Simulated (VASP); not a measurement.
# Cr (Fm-3m) in VASP: single point with PBE

Aim: the single point of Cr with PBE.

All numbers are computed with VASP 6.6.1; they aren't measurements. Logs are shortened: lines on timing, memory, paths and dates and some standing lists are left out, and cuts for length are marked.

## 1. The cell of the first run

The structure is cubic, space group Fm-3m (No. 225). Conventional cell: a = 3.617 Å, b = 3.617 Å, c = 3.617 Å, α = 90.00°, β = 90.00°, γ = 90.00°. Within 3.4 Å of Cr (site symmetry m-3m) lie 12 Cr at 2.56 Å.

This isn't the form of Cr at room conditions, which is bcc.

## 2. Single point, PBE, collinear spin (11.83 Å³/atom)

Contents of INCAR:

```
ALGO = Normal ; EDIFF = 1E-6
ENCUT = 700 ; GGA = PE
GGA_COMPAT = False ; ISIF = 2
ISMEAR = 0 ; ISPIN = 2
LASPH = True ; LCHARG = False
LMAXMIX = 4 ; LORBIT = 11
LREAL = False ; LWAVE = False
MAGMOM = 0.05 ; NBANDS = 17
NELM = 200 ; PREC = Accurate
SIGMA = 0.05
```

Contents of KPOINTS:

```
k-points
0
Gamma
  20 20 20
```

Contents of POSCAR:

```
Cr
1.0
    0.0000000000      1.8085588782      1.8085588782
    1.8085588782      0.0000000000      1.8085588782
    1.8085588782      1.8085588782      0.0000000000
Cr
1
Direct
    0.0000000000      0.0000000000      0.0000000000
```

Potentials or basis: VASP PAW PBE potentials, release 64 (Cr_sv).

Launch:

```
> cat potpaw_PBE.64/Cr_sv/POTCAR > POTCAR
> mpirun -np 1 vasp_std > vasp.out
```

OUTCAR:

```text
EDIFF = 1E-6
   ENCUT = 700
   GGA = PE
   ISIF = 2
   ISMEAR = 0
   ISPIN = 2
   LASPH = True
   LORBIT = 11
   LREAL = False
   NELM = 200
   PREC = Accurate

 ion  position               nearest neighbor table
   1  0.000  0.000  0.000-

  LATTYP: Found a face centered cubic cell.
 ALAT       =     3.6171177564

  Lattice vectors:

 A1 = (   0.0000000000,   1.8085588782,   1.8085588782)
 A2 = (   1.8085588782,   0.0000000000,   1.8085588782)
 A3 = (   1.8085588782,   1.8085588782,   0.0000000000)

Analysis of symmetry for initial positions (statically):
=====================================================================
 Subroutine PRICEL returns:
 Original cell was already a primitive cell.

 Routine SETGRP: Setting up the symmetry group for a
 face centered cubic supercell.

 Subroutine GETGRP returns: Found 48 space group operations
 (whereof 48 operations were pure point group operations)
 out of a pool of 48 trial point group operations.

The static configuration has the point symmetry O_h .

Analysis of symmetry for dynamics (positions and initial velocities):
=====================================================================
 Subroutine PRICEL returns:
 Original cell was already a primitive cell.

 Routine SETGRP: Setting up the symmetry group for a
 face centered cubic supercell.

 Subroutine GETGRP returns: Found 48 space group operations
 (whereof 48 operations were pure point group operations)
 out of a pool of 48 trial point group operations.

The dynamic configuration has the point symmetry O_h .

Analysis of structural, dynamic, and magnetic symmetry:
=====================================================================
 Subroutine PRICEL returns:
 Original cell was already a primitive cell.

 Routine SETGRP: Setting up the symmetry group for a
 face centered cubic supercell.

 Subroutine GETGRP returns: Found 48 space group operations
 (whereof 48 operations were pure point group operations)
 out of a pool of 48 trial point group operations.

The overall configuration has the point symmetry O_h .

 Subroutine INISYM returns: Found 48 space group operations
 (whereof 48 operations are pure point group operations),
 and found     1 'primitive' translations

----------------------------------------------------------------------------------------

                                     Primitive cell

  volume of cell :      11.8312

  direct lattice vectors                    reciprocal lattice vectors
     0.000000000  1.808558878  1.808558878    -0.276463214  0.276463214  0.276463214
     1.808558878  0.000000000  1.808558878     0.276463214 -0.276463214  0.276463214
     1.808558878  1.808558878  0.000000000     0.276463214  0.276463214 -0.276463214

  length of vectors
     2.557688494  2.557688494  2.557688494     0.478848333  0.478848333  0.478848333

  position of ions in fractional coordinates (direct lattice)
     0.000000000  0.000000000  0.000000000

  ion indices of the primitive-cell ions
   primitive index   ion index
                 1           1

----------------------------------------------------------------------------------------

 KPOINTS: k-points

Automatic generation of k-mesh.
 Grid dimensions read from file:
 generate k-points for:   20   20   20

 Generating k-lattice:

  Cartesian coordinates                     Fractional coordinates (reciprocal lattice)
    -0.013823161  0.013823161  0.013823161     0.050000000  0.000000000  0.000000000
     0.013823161 -0.013823161  0.013823161     0.000000000  0.050000000  0.000000000
     0.013823161  0.013823161 -0.013823161     0.000000000  0.000000000  0.050000000

  Length of vectors
     0.023942417  0.023942417  0.023942417

  Shift w.r.t. Gamma in fractional coordinates (k-lattice)
     0.000000000  0.000000000  0.000000000

 Subroutine IBZKPT returns following result:
 ===========================================

 Found    256 irreducible k-points:

 Following reciprocal coordinates:
            Coordinates               Weight
  0.000000  0.000000  0.000000      1.000000
  0.050000  0.000000  0.000000      8.000000
  0.100000  0.000000  0.000000      8.000000
  0.150000  0.000000  0.000000      8.000000
  0.200000  0.000000  0.000000      8.000000
  0.250000  0.000000  0.000000      8.000000
[... 16 lines left out ...]
 -0.400000  0.050000  0.000000     24.000000
 -0.350000  0.050000  0.000000     24.000000
 [... further k-points ...]
   k-points           NKPTS =    256   k-points in BZ     NKDIM =    256   number of bands    NBANDS=     17
   number of dos      NEDOS =    301   number of ions     NIONS =      1
   total plane-waves  NPLWV =  13824
   dimension x,y,z NGX =    24 NGY =   24 NGZ =   24
   dimension x,y,z NGXF=    48 NGYF=   48 NGZF=   48
   ions per type =               1
   NGX,Y,Z   is equivalent  to a cutoff of  15.60, 15.60, 15.60 a.u.
   NGXF,Y,Z  is equivalent  to a cutoff of  31.20, 31.20, 31.20 a.u.
 SYSTEM =  unknown system
   PREC   = accura    normal or accurate (medium, high low for compatibility)
   ISTART =      0    job   : 0-new  1-cont  2-samecut
   ICHARG =      2    charge: 1-file 2-atom 10-const
   ISPIN  =      2    spin polarized calculation?
   LNONCOLLINEAR =      F non collinear calculations
   LSORBIT =      F    spin-orbit coupling
   LASPH  =      T    aspherical Exc in radial PAW
   ENCUT  =  700.0 eV  51.45 Ry    7.17 a.u.   5.52  5.52  5.52*2*pi/ulx,y,z
   NELM   =    200;   NELMIN=  2; NELMDL= -5     # of ELM steps
   EDIFF  = 0.1E-05   stopping-criterion for ELM
   LREAL  =      F    real-space projection
   EDIFFG = 0.1E-04   stopping-criterion for IOM
   NSW    =      0    number of steps for IOM
   IBRION =     -1    ionic relax: 0-MD 1-quasi-New 2-CG
   NFREE  =      0    steps in history (QN), initial steepest desc. (CG)
   ISIF   =      2    stress and relaxation
   ISYM   =      2    0-nonsym 1-usesym 2-fastsym
   POTIM  = 0.5000    time-step for ionic-motion
   TEBEG  =    0.0;   TEEND  =   0.0 temperature during run
   PSTRESS=    0.0 pullay stress
   NELECT =      14.0000    total number of electrons
   NUPDOWN=      -1.0000    fix difference up-down
   EMIN   =  10.00;   EMAX   =-10.00  energy-range for DOS
   EFERMI =   0.00;   METHOD = LEGACY
   ISMEAR =     0;   SIGMA  =   0.05  broadening in eV -4-tet -1-fermi 0-gaus
   EFERMI_NEDOS =   21; number of points for ismear=-14 and -15
   IALGO  =     38    algorithm
   IMIX   =      4    mixing-type and parameters
     AMIX     =   0.40;   BMIX     =  1.00
     AMIX_MAG =   1.60;   BMIX_MAG =  1.00
  volume/ion in A,a.u.               =      11.83        79.84
  Fermi-wavevector in a.u.,A,eV,Ry     =   1.731576  3.272204 40.795096  2.998355
  Thomas-Fermi vector in A             =   2.805916
   LORBIT       =     11    0 simple, 1 ext, 2 COOP (PROOUT), +10 PAW based schemes
   GGA     = PE    functional components
   LHFCALC =     F    Hartree Fock is set to
   AEXX    =    0.0000 exact exchange contribution
   IVDW    =     0    specifies the selected vdW correction
   LEPSILON=     F    determine dielectric tensor
   LRPA    =     F    only Hartree local field effects (RPA)
 spin polarized calculation
 Gauss-broadening in eV      SIGMA  =   0.05
  energy-cutoff  :      700.00
  volume of cell :       11.83
 maximum number of plane-waves:       531
 NGX is ok and might be reduce to    24
   NGX = 11   NGY = 11   NGZ = 11

 number of electron      14.0000001 magnetization      -0.0000003

 number of electron      14.0000001 magnetization       0.0000091

 Free energy of the ion-electron system (eV)
  ---------------------------------------------------
  ext. energy  EPLUGINS =         0.00000000
  ---------------------------------------------------
  free energy    TOTEN  =        -9.21354627 eV

  energy without entropy =       -9.21141058  energy(sigma->0) =       -9.21247842

 E-fermi :  13.3289     XC(G=0): -13.5804

 val. band max:       13.3228792510   @ k =  -0.3000   0.1500   0.0500
 cond. band min:      13.3295388165   @ k =   0.5000   0.1500   0.0000
 fundamental gap:      0.0066595655
 Fermi energy:        13.3288629132

 spin component 1

 k-point     1 :       0.0000    0.0000    0.0000
  band No.  band energies     occupation
      1     -58.1644      1.00000
      2     -28.9769      1.00000
      3     -28.9769      1.00000
      4     -28.9769      1.00000
      5       5.7808      1.00000
      6      12.9145      1.00000
[... 9 lines left out ...]
     16      43.6693      0.00000
     17      43.7172      0.00000

 k-point     2 :       0.0500    0.0000    0.0000
  band No.  band energies     occupation
      1     -58.1601      1.00000
      2     -28.9986      1.00000
      3     -28.9796      1.00000
      4     -28.9796      1.00000
      5       5.8825      1.00000
      6      12.8649      1.00000
[... 9 lines left out ...]
     16      43.7055      0.00000
     17      43.7055      0.00000

 k-point     3 :       0.1000    0.0000    0.0000
  band No.  band energies     occupation
      1     -58.1476      1.00000
      2     -29.0613      1.00000
      3     -28.9875      1.00000
      4     -28.9875      1.00000
      5       6.1816      1.00000
      6      12.7282      1.00000
[... 9 lines left out ...]
     16      43.7676      0.00000
     17      43.7676      0.00000

 k-point     4 :       0.1500    0.0000    0.0000
  band No.  band energies     occupation
      1     -58.1281      1.00000
      2     -29.1586      1.00000
      3     -28.9998      1.00000
      4     -28.9998      1.00000
      5       6.6575      1.00000
      6      12.5391      1.00000
[... 9 lines left out ...]
     16      43.7121      0.00000
     17      43.7121      0.00000
[... 343 lines left out ...]
      1     -57.9866      1.00000
      2     -29.8199      1.00000
      3     -29.1034      1.00000
      4     -29.0874      1.00000
      5       9.4642      1.00000
      6      12.7112      1.00000
[... 9 lines left out ...]
     16      41.4504      0.00000
     17      47.7743      0.00000

 k-point    23 :      -0.4000    0.0500    0.0000
  band No.  band energies     occupation
      1     -57.9966      1.00000
      2     -29.7741      1.00000
      3     -29.1006      1.00000
      4     -29.0777      1.00000
      5       9.4059      1.00000
      6      12.7773      1.00000
[... 9 lines left out ...]
     16      41.6467      0.00000
     17      47.1898      0.00000

 k-point    24 :      -0.3500    0.0500    0.0000
  band No.  band energies     occupation
      1     -58.0141      1.00000
      2     -29.6932      1.00000
      3     -29.0923      1.00000
      4     -29.0640      1.00000
      5       9.2299      1.00000
      6      12.7278      1.00000
[... 9 lines left out ...]
     16      41.8201      0.00000
     17      46.3512      0.00000

 [... further k-points ...]

 spin component 2

 k-point     1 :       0.0000    0.0000    0.0000
  band No.  band energies     occupation
      1     -58.1644      1.00000
      2     -28.9769      1.00000
      3     -28.9769      1.00000
      4     -28.9769      1.00000
      5       5.7808      1.00000
      6      12.9145      1.00000
[... 9 lines left out ...]
     16      43.6693      0.00000
     17      43.7171      0.00000

 k-point     2 :       0.0500    0.0000    0.0000
  band No.  band energies     occupation
      1     -58.1601      1.00000
      2     -28.9986      1.00000
      3     -28.9796      1.00000
      4     -28.9796      1.00000
      5       5.8825      1.00000
      6      12.8649      1.00000
[... 9 lines left out ...]
     16      43.7054      0.00000
     17      43.7055      0.00000

 k-point     3 :       0.1000    0.0000    0.0000
  band No.  band energies     occupation
      1     -58.1476      1.00000
      2     -29.0614      1.00000
      3     -28.9875      1.00000
      4     -28.9875      1.00000
      5       6.1815      1.00000
      6      12.7282      1.00000
[... 9 lines left out ...]
     16      43.7676      0.00000
     17      43.7676      0.00000

 k-point     4 :       0.1500    0.0000    0.0000
  band No.  band energies     occupation
      1     -58.1281      1.00000
      2     -29.1586      1.00000
      3     -28.9998      1.00000
      4     -28.9998      1.00000
      5       6.6575      1.00000
      6      12.5391      1.00000
[... 9 lines left out ...]
     16      43.7121      0.00000
     17      43.7121      0.00000
[... 343 lines left out ...]
      1     -57.9866      1.00000
      2     -29.8200      1.00000
      3     -29.1034      1.00000
      4     -29.0874      1.00000
      5       9.4642      1.00000
      6      12.7113      1.00000
[... 9 lines left out ...]
     16      41.4504      0.00000
     17      47.7743      0.00000

 k-point    23 :      -0.4000    0.0500    0.0000
  band No.  band energies     occupation
      1     -57.9966      1.00000
      2     -29.7741      1.00000
      3     -29.1006      1.00000
      4     -29.0778      1.00000
      5       9.4059      1.00000
      6      12.7773      1.00000
[... 9 lines left out ...]
     16      41.6467      0.00000
     17      47.1898      0.00000

 k-point    24 :      -0.3500    0.0500    0.0000
  band No.  band energies     occupation
      1     -58.0141      1.00000
      2     -29.6933      1.00000
      3     -29.0923      1.00000
      4     -29.0640      1.00000
      5       9.2299      1.00000
      6      12.7278      1.00000
[... 9 lines left out ...]
     16      41.8201      0.00000
     17      46.3512      0.00000

 [... further k-points ...]

------------------------ aborting loop because EDIFF is reached ----------------------------------------

  FORCE on cell =-STRESS in cart. coord.  units (eV):
  Direction    XX          YY          ZZ          XY          YZ          ZX
  --------------------------------------------------------------------------------------
  -------------------------------------------------------------------------------------
  Total       -0.0098921     -0.0098921     -0.0098921     -0.0000000     -0.0000000      0.0000000
  in kB       -1.3395899     -1.3395899     -1.3395899     -0.0000000     -0.0000000      0.0000000
  external PRESSURE =      -1.3395899 kB  Pullay stress =       0.0000000 kB

 VOLUME and BASIS-vectors are now :
 -----------------------------------------------------------------------------
  energy-cutoff  :      700.00
  volume of cell :       11.83
      direct lattice vectors                 reciprocal lattice vectors
     0.000000000  1.808558878  1.808558878    -0.276463214  0.276463214  0.276463214
     1.808558878  0.000000000  1.808558878     0.276463214 -0.276463214  0.276463214
     1.808558878  1.808558878  0.000000000     0.276463214  0.276463214 -0.276463214

 POSITION                                       TOTAL-FORCE (eV/Angst)
 -----------------------------------------------------------------------------------
      0.00000      0.00000      0.00000        -0.000000     -0.000000      0.000000
 -----------------------------------------------------------------------------------
    total drift:                               -0.000000      0.000000     -0.000000

  FREE ENERGIE OF THE ION-ELECTRON SYSTEM (eV)
  ---------------------------------------------------
  free  energy   TOTEN  =        -9.2135462652 eV

  energy  without entropy=       -9.2114105800  energy(sigma->0) =       -9.21247842

 total charge

# of ion       s       p       d       tot
------------------------------------------
    1        2.197   6.016   3.572  11.785

 magnetization (x)

# of ion       s       p       d       tot
------------------------------------------
    1        0.000   0.000   0.000   0.000
```

Wall time 86 s (1 thread of Intel Xeon Platinum 8259CL at 2.50GHz (Skylake/Cascade Lake), shared host); peak memory 0.24 GiB.

Results:

* Free energy: -9.2135 eV
* Pressure: -0.1 GPa
* Band gap on the k mesh: zero (filled and empty bands overlap)
* Net moment: 0.00 μB per cell
* Valence electrons inside the program's atomic spheres: Cr 11.79
